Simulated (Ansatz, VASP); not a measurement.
# Two plane-wave programs on CsI

The input POSCAR:

```
CsI
1.0
    4.6080836004      0.0000000000      0.0000000000
    0.0000000000      4.6080836004      0.0000000000
    0.0000000000      0.0000000000      4.6080836004
Cs I
1 1
Direct
    0.0000000000      0.0000000000      0.0000000000
    0.5000000000      0.5000000000      0.5000000000
```

INCAR.step1

```
SYSTEM = CsI
  PREC = Accurate
  ENCUT = 550
  ISMEAR = 0
  SIGMA = 0.01
  LREAL = .False.
  LASPH = .True.
  NELM = 120
  NBANDS = 15
  GGA = PE
  ALGO = Normal
  EDIFF = 1E-5
  LWAVE = .True.
  LCHARG = .False.
  GGA_COMPAT = .False.
```

File INCAR.step2:

```
SYSTEM = CsI
  PREC = Accurate
  ENCUT = 550
  EDIFF = 1E-6
  ISMEAR = 0
  SIGMA = 0.01
  LREAL = .False.
  LASPH = .True.
  NELM = 120
  ALGO = Normal
  ISIF = 2
  LWAVE = .False.
  LCHARG = .False.
  METAGGA = R2SCAN
  LMIXTAU = .True.
  NBANDS = 15
  ISTART = 1
  GGA_COMPAT = .False.
```

File KPOINTS:

```
regular mesh
0
Gamma
  4 4 4
  0 0 0
```

Input for Ansatz:

```yaml
crystal:
  lattice:
    - [4.6080836004, 0.0, 0.0]
    - [0.0, 4.6080836004, 0.0]
    - [0.0, 0.0, 4.6080836004]
  atoms:
    - { symbol: Cs, position: [0.0, 0.0, 0.0] }
    - { symbol: I, position: [0.5, 0.5, 0.5] }
kpoints:
  mp_grid: { grid: [4, 4, 4] }
hamiltonian:
  xc: r2scan
scf:
  occupations: { method: fixed }
  n_extra_bands: 4
output:
  forces: true
  stress: true
  eigenvalues: true
```

Alike in both runs: task single point; functional r2SCAN; k mesh 4 × 4 × 4; no spin polarisation.

|  | VASP | Ansatz |
| --- | --- | --- |
| version | VASP 6.6.1 | Ansatz 0.2.0 |
| potentials or method | VASP PAW PBE potentials, release 64 (Cs_sv, I) | plane waves, PAW |
| plane-wave cutoff (eV) | 550 | 500 |
| occupations | gaussian, width 0.01 eV | fixed |
| valence electrons in the cell | 16 | 26 |

VASP gave:

| Item | Value |
| --- | --- |
| gap on the k mesh at the Fermi level (eV) | 4.50 |
| pressure (GPa) | 0.1 |

**Question.** What did Ansatz give for the same quantities?

**Answer.** gap on the k mesh at the Fermi level (eV): 4.52; pressure (GPa): 0.0.

VASP's potentials were made for PBE, not for r2SCAN. VASP's potentials hold 16 valence electrons a cell and Ansatz's 26, so a difference there can come from the potentials and not from the codes.

Neither program's run includes spin-orbit coupling.
